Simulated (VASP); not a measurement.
# Ta2N (P-3m1) in VASP: notebook

The runs below take Ta2N through single point, with PBE.

Program: VASP 6.6.1. These are calculated values, not measurements. Logs are shortened: lines on timing, memory, paths and dates and some standing lists are left out, and cuts for length are marked.

### 1 The cell of the first run

Symmetry: P-3m1, No. 164, trigonal system. Conventional cell: a = 2.946 Å, b = 2.946 Å, c = 5.004 Å, α = 90.00°, β = 90.00°, γ = 120.00°. Within 2.8 Å of Ta (site symmetry 3m) lie 3 N at 2.13 Å. Within 2.8 Å of N (site symmetry -3m) lie 6 Ta at 2.13 Å.

### 2 Single point, PBE (strain -0.050 along x and y, +0.025 along z)

Input file INCAR:

```
  ALGO = Normal
  EDIFF = 1E-7
  ENCUT = 520
  GGA = PE
  ISIF = 2
  ISMEAR = 0
  LASPH = True
  LCHARG = False
  LREAL = False
  LWAVE = False
  NBANDS = 20
  NELM = 80
  PREC = Accurate
  SIGMA = 0.15
```

Input file KPOINTS:

```
k-points
0
Gamma
  18 18 10
```

Input file POSCAR:

```
Ta2N
1.0
    2.9460830528      0.0000000000      0.0000000000
   -1.4730415264      2.5513827654      0.0000000000
    0.0000000000      0.0000000000      5.0039373139
Ta N
2 1
Direct
    0.6666666667      0.3333333333      0.7449050322
    0.3333333333      0.6666666667      0.2550949678
    0.0000000000      0.0000000000      0.0000000000
```

Potentials or basis: VASP PAW PBE potentials, release 64 (Ta_pv, N).

The run is started by

```
> cat potpaw_PBE.64/Ta_pv/POTCAR potpaw_PBE.64/N/POTCAR > POTCAR
> mpirun -np 1 vasp_std > vasp.out
```

OUTCAR:

```text
EDIFF = 1E-7
   ENCUT = 520
   GGA = PE
   ISIF = 2
   ISMEAR = 0
   LASPH = True
   LREAL = False
   NELM = 80
   PREC = Accurate

 ion  position               nearest neighbor table
   1  0.667  0.333  0.745-   3 2.13   3 2.13   3 2.13   2 2.98   2 2.98   2 2.98   2 3.07   2 3.07
                             2 3.07
   2  0.333  0.667  0.255-   3 2.13   3 2.13   3 2.13   1 2.98   1 2.98   1 2.98   1 3.07   1 3.07
                             1 3.07
   3  0.000  0.000  0.000-   1 2.13   2 2.13   1 2.13   2 2.13   1 2.13   2 2.13

  LATTYP: Found a hexagonal cell.
 ALAT       =     2.9460830528
 C/A-ratio  =     1.6985051759

  Lattice vectors:

 A1 = (   2.9460830528,   0.0000000000,   0.0000000000)
 A2 = (  -1.4730415264,   2.5513827654,   0.0000000000)
 A3 = (   0.0000000000,   0.0000000000,   5.0039373139)

Analysis of symmetry for initial positions (statically):
=====================================================================
 Subroutine PRICEL returns:
 Original cell was already a primitive cell.

 Routine SETGRP: Setting up the symmetry group for a
 hexagonal supercell.

 Subroutine GETGRP returns: Found 12 space group operations
 (whereof 12 operations were pure point group operations)
 out of a pool of 24 trial point group operations.

The static configuration has the point symmetry D_3d.

Analysis of symmetry for dynamics (positions and initial velocities):
=====================================================================
 Subroutine PRICEL returns:
 Original cell was already a primitive cell.

 Routine SETGRP: Setting up the symmetry group for a
 hexagonal supercell.

 Subroutine GETGRP returns: Found 12 space group operations
 (whereof 12 operations were pure point group operations)
 out of a pool of 24 trial point group operations.

The dynamic configuration has the point symmetry D_3d.

 Subroutine INISYM returns: Found 12 space group operations
 (whereof 12 operations are pure point group operations),
 and found     1 'primitive' translations

----------------------------------------------------------------------------------------

                                     Primitive cell

  volume of cell :      37.6125

  direct lattice vectors                    reciprocal lattice vectors
     2.946083053  0.000000000  0.000000000     0.339433744  0.195972163  0.000000000
    -1.473041526  2.551382765  0.000000000     0.000000000  0.391944327  0.000000000
     0.000000000  0.000000000  5.003937314     0.000000000  0.000000000  0.199842631

  length of vectors
     2.946083053  2.946083053  5.003937314     0.391944327  0.391944327  0.199842631

  position of ions in fractional coordinates (direct lattice)
     0.666666667  0.333333333  0.744905032
     0.333333333  0.666666667  0.255094968
     0.000000000  0.000000000  0.000000000

  ion indices of the primitive-cell ions
   primitive index   ion index
                 1           1
                 2           2
                 3           3

----------------------------------------------------------------------------------------

 KPOINTS: k-points

Automatic generation of k-mesh.
 Grid dimensions read from file:
 generate k-points for:   18   18   10

 Generating k-lattice:

  Cartesian coordinates                     Fractional coordinates (reciprocal lattice)
     0.018857430  0.010887342  0.000000000     0.055555556  0.000000000  0.000000000
     0.000000000  0.021774685  0.000000000     0.000000000  0.055555556  0.000000000
     0.000000000  0.000000000  0.019984263     0.000000000  0.000000000  0.100000000

  Length of vectors
     0.021774685  0.021774685  0.019984263

  Shift w.r.t. Gamma in fractional coordinates (k-lattice)
     0.000000000  0.000000000  0.000000000

 Subroutine IBZKPT returns following result:
 ===========================================

 Found    330 irreducible k-points:

 Following reciprocal coordinates:
            Coordinates               Weight
  0.000000  0.000000  0.000000      1.000000
  0.055556  0.000000  0.000000      6.000000
  0.111111  0.000000  0.000000      6.000000
  0.166667 -0.000000  0.000000      6.000000
  0.222222  0.000000  0.000000      6.000000
  0.277778  0.000000  0.000000      6.000000
[... 16 lines left out ...]
  0.333333  0.111111  0.000000     12.000000
  0.388889  0.111111  0.000000     12.000000
 [... further k-points ...]
   k-points           NKPTS =    330   k-points in BZ     NKDIM =    330   number of bands    NBANDS=     20
   number of dos      NEDOS =    301   number of ions     NIONS =      3
   total plane-waves  NPLWV =  23040
   dimension x,y,z NGX =    24 NGY =   24 NGZ =   40
   dimension x,y,z NGXF=    48 NGYF=   48 NGZF=   80
   ions per type =               2   1
   NGX,Y,Z   is equivalent  to a cutoff of  13.54, 13.54, 13.29 a.u.
   NGXF,Y,Z  is equivalent  to a cutoff of  27.09, 27.09, 26.58 a.u.
 SYSTEM =  unknown system
   PREC   = accura    normal or accurate (medium, high low for compatibility)
   ISTART =      0    job   : 0-new  1-cont  2-samecut
   ICHARG =      2    charge: 1-file 2-atom 10-const
   ISPIN  =      1    spin polarized calculation?
   LNONCOLLINEAR =      F non collinear calculations
   LSORBIT =      F    spin-orbit coupling
   LASPH  =      T    aspherical Exc in radial PAW
   ENCUT  =  520.0 eV  38.22 Ry    6.18 a.u.   5.48  5.48  9.30*2*pi/ulx,y,z
   NELM   =     80;   NELMIN=  2; NELMDL= -5     # of ELM steps
   EDIFF  = 0.1E-06   stopping-criterion for ELM
   LREAL  =      F    real-space projection
   EDIFFG = 0.1E-05   stopping-criterion for IOM
   NSW    =      0    number of steps for IOM
   IBRION =     -1    ionic relax: 0-MD 1-quasi-New 2-CG
   NFREE  =      0    steps in history (QN), initial steepest desc. (CG)
   ISIF   =      2    stress and relaxation
   ISYM   =      2    0-nonsym 1-usesym 2-fastsym
   POTIM  = 0.5000    time-step for ionic-motion
   TEBEG  =    0.0;   TEEND  =   0.0 temperature during run
   PSTRESS=    0.0 pullay stress
   NELECT =      27.0000    total number of electrons
   NUPDOWN=      -1.0000    fix difference up-down
   EMIN   =  10.00;   EMAX   =-10.00  energy-range for DOS
   EFERMI =   0.00;   METHOD = LEGACY
   ISMEAR =     0;   SIGMA  =   0.15  broadening in eV -4-tet -1-fermi 0-gaus
   EFERMI_NEDOS =   21; number of points for ismear=-14 and -15
   IALGO  =     38    algorithm
   IMIX   =      4    mixing-type and parameters
     AMIX     =   0.40;   BMIX     =  1.00
     AMIX_MAG =   1.60;   BMIX_MAG =  1.00
  volume/ion in A,a.u.               =      12.54        84.61
  Fermi-wavevector in a.u.,A,eV,Ry     =   1.465836  2.770028 29.234485  2.148674
  Thomas-Fermi vector in A             =   2.581645
   LORBIT       =      0    0 simple, 1 ext, 2 COOP (PROOUT), +10 PAW based schemes
   GGA     = PE    functional components
   LHFCALC =     F    Hartree Fock is set to
   AEXX    =    0.0000 exact exchange contribution
   IVDW    =     0    specifies the selected vdW correction
   LEPSILON=     F    determine dielectric tensor
   LRPA    =     F    only Hartree local field effects (RPA)
 non-spin polarized calculation
 Gauss-broadening in eV      SIGMA  =   0.15
  energy-cutoff  :      520.00
  volume of cell :       37.61
 maximum number of plane-waves:      1051
 NGX is ok and might be reduce to    24
   NGX = 11   NGY = 11   NGZ = 19

 number of electron      27.0000006 magnetization

 Free energy of the ion-electron system (eV)
  ---------------------------------------------------
  ext. energy  EPLUGINS =         0.00000000
  ---------------------------------------------------
  free energy    TOTEN  =       -34.04536087 eV

  energy without entropy =      -34.03251875  energy(sigma->0) =      -34.03893981

 E-fermi :   8.1749     XC(G=0): -13.2923

 val. band max:        8.1700450909   @ k =   0.1667   0.1667   0.1000
 cond. band min:       8.1827847321   @ k =   0.1111   0.0000   0.0000
 fundamental gap:      0.0127396412
 Fermi energy:         8.1749407579

 k-point     1 :       0.0000    0.0000    0.0000
  band No.  band energies     occupation
      1     -27.4511      2.00000
      2     -26.3808      2.00000
      3     -26.3808      2.00000
      4     -26.3614      2.00000
      5     -26.2789      2.00000
      6     -26.2789      2.00000
[... 12 lines left out ...]
     19       9.5367      0.00000
     20      13.6212      0.00000

 k-point     2 :       0.0556    0.0000    0.0000
  band No.  band energies     occupation
      1     -27.4387      2.00000
      2     -26.4149      2.00000
      3     -26.3907      2.00000
      4     -26.3613      2.00000
      5     -26.3106      2.00000
      6     -26.2826      2.00000
[... 12 lines left out ...]
     19       9.9439      0.00000
     20      13.6516      0.00000

 k-point     3 :       0.1111    0.0000    0.0000
  band No.  band energies     occupation
      1     -27.4027      2.00000
      2     -26.5068      2.00000
      3     -26.4184      2.00000
      4     -26.4025      2.00000
      5     -26.3655      2.00000
      6     -26.2943      2.00000
[... 12 lines left out ...]
     19      10.6582      0.00000
     20      13.5909      0.00000

 k-point     4 :       0.1667   -0.0000    0.0000
  band No.  band energies     occupation
      1     -27.3456      2.00000
      2     -26.6461      2.00000
      3     -26.5343      2.00000
      4     -26.4590      2.00000
      5     -26.3789      2.00000
      6     -26.3139      2.00000
[... 12 lines left out ...]
     19      11.6181      0.00000
     20      13.3783      0.00000

 k-point     5 :       0.2222    0.0000    0.0000
  band No.  band energies     occupation
      1     -27.2724      2.00000
      2     -26.8149      2.00000
      3     -26.6895      2.00000
      4     -26.5066      2.00000
      5     -26.3988      2.00000
      6     -26.3396      2.00000
[... 12 lines left out ...]
     19      12.5508      0.00000
     20      13.1833      0.00000
[... 353 lines left out ...]
      6     -26.4233      2.00000
[... 12 lines left out ...]
     19      13.1118      0.00000
     20      13.6102      0.00000

 k-point    22 :       0.2778    0.1111    0.0000
  band No.  band energies     occupation
      1     -27.1773      2.00000
      2     -27.0454      2.00000
      3     -26.9987      2.00000
      4     -26.6384      2.00000
      5     -26.4774      2.00000
      6     -26.4597      2.00000
[... 12 lines left out ...]
     19      13.1813      0.00000
     20      14.1585      0.00000

 k-point    23 :       0.3333    0.1111    0.0000
  band No.  band energies     occupation
      1     -27.2828      2.00000
      2     -27.0992      2.00000
      3     -26.9619      2.00000
      4     -26.6904      2.00000
      5     -26.5167      2.00000
      6     -26.4912      2.00000
[... 12 lines left out ...]
     19      13.3019      0.00000
     20      14.1642      0.00000

 k-point    24 :       0.3889    0.1111    0.0000
  band No.  band energies     occupation
      1     -27.3574      2.00000
      2     -27.1547      2.00000
      3     -26.8974      2.00000
      4     -26.7239      2.00000
      5     -26.5554      2.00000
      6     -26.5112      2.00000
[... 12 lines left out ...]
     19      13.4513      0.00000
     20      13.9109      0.00000

 [... further k-points ...]
[... 5 lines left out ...]
  --------------------------------------------------------------------------------------
  -------------------------------------------------------------------------------------
  Total        7.7647974      7.7647974      3.6722012      0.0000000      0.0000000      0.0000000
  in kB      330.7563933    330.7563933    156.4244335      0.0000000      0.0000000      0.0000000
  external PRESSURE =     272.6457400 kB  Pullay stress =       0.0000000 kB

 VOLUME and BASIS-vectors are now :
 -----------------------------------------------------------------------------
  energy-cutoff  :      520.00
  volume of cell :       37.61
      direct lattice vectors                 reciprocal lattice vectors
     2.946083053  0.000000000  0.000000000     0.339433744  0.195972163  0.000000000
    -1.473041526  2.551382765  0.000000000     0.000000000  0.391944327  0.000000000
     0.000000000  0.000000000  5.003937314     0.000000000  0.000000000  0.199842631

 POSITION                                       TOTAL-FORCE (eV/Angst)
 -----------------------------------------------------------------------------------
      1.47304      0.85046      3.72746         0.000000      0.000000     -1.183266
     -0.00000      1.70092      1.27648        -0.000000     -0.000000      1.183266
      0.00000      0.00000      0.00000         0.000000      0.000000      0.000000
 -----------------------------------------------------------------------------------
    total drift:                                0.000000     -0.000000      0.000000

  FREE ENERGIE OF THE ION-ELECTRON SYSTEM (eV)
  ---------------------------------------------------
  free  energy   TOTEN  =       -34.0453608653 eV

  energy  without entropy=      -34.0325187517  energy(sigma->0) =      -34.03893981
```

It took 2.1 min on 1 thread of Intel Xeon Platinum 8488C (Sapphire Rapids), shared host; peak memory 0.34 GiB.

What came out:

```yaml
Free_energy: -34.0454 eV
Pressure: 27.3 GPa
Largest_force: 1.183 eV/Å
Band_gap_on_the_k_mesh: zero (an odd number of electrons rules out a gap without spin polarisation)
```

Forces in eV/Å, atoms in the order of the input:
```
Ta   0.000  0.000 -1.183
Ta   0.000  0.000  1.183
N    0.000  0.000  0.000
```

Levels at points of the mesh, in eV from the Fermi level:
| k point | band 12 | band 13 | band 14 | band 15 | band 16 | band 17 |
| --- | --- | --- | --- | --- | --- | --- |
| (0.00, 0.00, 0.00) | -1.43 | -0.19 | -0.19 | 0.19 | 1.05 | 1.05 |
| (0.50, 0.00, 0.00) | -2.44 | -1.07 | 0.91 | 2.91 | 4.30 | 4.62 |
| (0.00, 0.00, 0.50) | -2.94 | -0.82 | -0.82 | 1.50 | 2.58 | 2.58 |
| (0.50, 0.00, 0.50) | -2.00 | -1.93 | -0.61 | 1.20 | 4.49 | 4.70 |

Caveat: the cell differs from its parent crystal (strain -0.050 along x and y, +0.025 along z); the stress differs along the axes, from 16 to 33 GPa; spin-orbit coupling is left out, which moves the levels of the heavy elements; forces of over 1 eV/Å act on the atoms, so gaps and moduli don't describe the material at rest.

### 3 Single point, PBE (strain -0.025 along x and y, -0.025 along z)

Input file INCAR:

```
PREC     = Accurate       # precision mode
ENCUT    = 520            # plane-wave cutoff, eV
EDIFF    = 1E-7           # SCF threshold, eV
ISMEAR   = 0              # smearing method
SIGMA    = 0.15           # smearing width, eV
LREAL    = F              # projectors in reciprocal space
LASPH    = T              # aspherical terms in the spheres
NELM     = 100            # most SCF steps
ALGO     = Normal         # electronic algorithm
ISIF     = 2              # what is computed and relaxed
LWAVE    = F              # write WAVECAR
LCHARG   = F              # write CHGCAR
GGA      = PE             # functional
NBANDS   = 20             # bands
```

Input file KPOINTS:

```
regular mesh
0
Gamma
  18 18 10
```

Input file POSCAR:

```
Ta2N
1.0
    3.0236115542      0.0000000000      0.0000000000
   -1.5118057771      2.6185244171      0.0000000000
    0.0000000000      0.0000000000      4.7598428107
Ta N
2 1
Direct
    0.6666666667      0.3333333333      0.7449050322
    0.3333333333      0.6666666667      0.2550949678
    0.0000000000      0.0000000000      0.0000000000
```

Potentials or basis: VASP PAW PBE potentials, release 64 (Ta_pv, N).

The run is started by

```
> cat potpaw_PBE.64/Ta_pv/POTCAR potpaw_PBE.64/N/POTCAR > POTCAR
> mpirun -np 1 vasp_std > vasp.out
```

It took 1.9 min on 1 thread of Intel Xeon Platinum 8488C (Sapphire Rapids), shared host; peak memory 0.33 GiB.

It converged, with:

```
Free energy            : -34.1600 eV
Pressure               : 25.9 GPa
Largest force          : 0.541 eV/Å
Band gap on the k mesh : zero (an odd number of electrons rules out a gap without spin polarisation)
```

Forces in eV/Å, atoms in the order of the input:
```
Ta   0.000  0.000 -0.541
Ta   0.000  0.000  0.541
N    0.000  0.000  0.000
```

Stress tensor (GPa, compression positive):
```
25.82  0.00  0.00
 0.00 25.82  0.00
 0.00  0.00 26.06
```

Levels at points of the mesh, in eV from the Fermi level:
```
           k point  band 10  band 11  band 12  band 13  band 14  band 15  band 16  band 17
(0.00, 0.00, 0.00)    -6.43    -4.92    -0.79    -0.25    -0.25     0.28     0.37     0.37
(0.50, 0.00, 0.00)    -6.75    -4.98    -2.69    -1.29     1.88     2.18     4.21     4.48
(0.00, 0.00, 0.50)    -6.62    -3.12    -2.68    -1.20    -1.20     1.93     2.42     2.56
(0.50, 0.00, 0.50)    -6.44    -3.57    -2.16    -2.10    -0.33     0.83     3.75     3.99
```

Caveat: the cell differs from its parent crystal (strain -0.025 along x and y, -0.025 along z); the cell stands under pressure; spin-orbit coupling is left out, which moves the levels of the heavy elements.

### 4 Single point, PBE (strain -0.050 along x and y, +0.050 along z)

Input file INCAR:

```
ALGO = Normal
EDIFF = 1E-6
ENCUT = 520
GGA = PE
ISIF = 2
ISMEAR = 0
LASPH = T
LCHARG = F
LREAL = F
LWAVE = F
NBANDS = 20
NELM = 80
PREC = Accurate
SIGMA = 0.15
```

Input file KPOINTS:

```
k-points
0
Gamma
  18 18 10
```

Input file POSCAR:

```
Ta2N
1.0
    2.9460830528      0.0000000000      0.0000000000
   -1.4730415264      2.5513827654      0.0000000000
    0.0000000000      0.0000000000      5.1259845654
Ta N
2 1
Direct
    0.6666666667      0.3333333333      0.7449050322
    0.3333333333      0.6666666667      0.2550949678
    0.0000000000      0.0000000000      0.0000000000
```

The run is started by

```
> cat potpaw_PBE.64/Ta_pv/POTCAR potpaw_PBE.64/N/POTCAR > POTCAR
> mpirun -np 1 vasp_std > vasp.out
```

Wall time 2.1 min (1 thread of Intel Xeon Platinum 8488C (Sapphire Rapids), shared host); peak memory 0.34 GiB.

Results (log left out):

* Free energy: -34.1020 eV
* Pressure: 18.7 GPa
* Largest force: 1.120 eV/Å
* Band gap on the k mesh: zero (an odd number of electrons rules out a gap without spin polarisation)

Forces in eV/Å, atoms in the order of the input:
```
Ta   0.000  0.000 -1.120
Ta   0.000  0.000  1.120
N    0.000  0.000  0.000
```

Stress tensor (GPa, compression positive):
```
25.95  0.00  0.00
 0.00 25.95  0.00
 0.00  0.00  4.24
```

Levels at points of the mesh, in eV from the Fermi level:
```tsv
k point	band 12	band 13	band 14	band 15	band 16	band 17
(0.00, 0.00, 0.00)	-1.53	-0.14	-0.14	0.14	1.27	1.27
(0.50, 0.00, 0.00)	-2.32	-0.99	0.61	3.06	4.09	4.44
(0.00, 0.00, 0.50)	-2.96	-0.66	-0.66	1.31	2.42	2.42
(0.50, 0.00, 0.50)	-1.94	-1.84	-0.66	1.30	4.58	4.63
```

Caveat: the cell differs from its parent crystal (strain -0.050 along x and y, +0.050 along z); the stress differs along the axes, from 4 to 26 GPa; spin-orbit coupling is left out, which moves the levels of the heavy elements; forces of over 1 eV/Å act on the atoms, so gaps and moduli don't describe the material at rest.

### 5 The runs side by side

| cell | gap on the mesh (eV) | pressure (GPa) | largest force (eV/Å) |
| --- | --- | --- | --- |
| a = 2.946, b = 2.946, c = 5.004 Å, angles 90.0, 90.0, 120.0°, 3 atoms | none | 27.3 | 1.18 |
| a = 3.024, b = 3.024, c = 4.760 Å, angles 90.0, 90.0, 120.0°, 3 atoms | none | 25.9 | 0.54 |
| a = 2.946, b = 2.946, c = 5.126 Å, angles 90.0, 90.0, 120.0°, 3 atoms | none | 18.7 | 1.12 |

Alike in all rows: task single point; level PBE; potentials or basis VASP PAW PBE potentials, release 64 (Ta_pv, N); no spin polarisation; k mesh 18 × 18 × 10; cutoff (eV) 520; smearing gaussian 0.15 eV.

Caveats: spin-orbit coupling is left out, which moves the levels of the heavy elements; forces of over 1 eV/Å act on the atoms, so gaps and moduli don't describe the material at rest (at least some runs); the stress differs along the axes, from 16 to 33 GPa (at least some runs); the cell stands under pressure (at least some runs); the stress differs along the axes, from 4 to 26 GPa (at least some runs).

Total energies depend on the potentials used, so only differences within one code and one set of settings carry meaning.
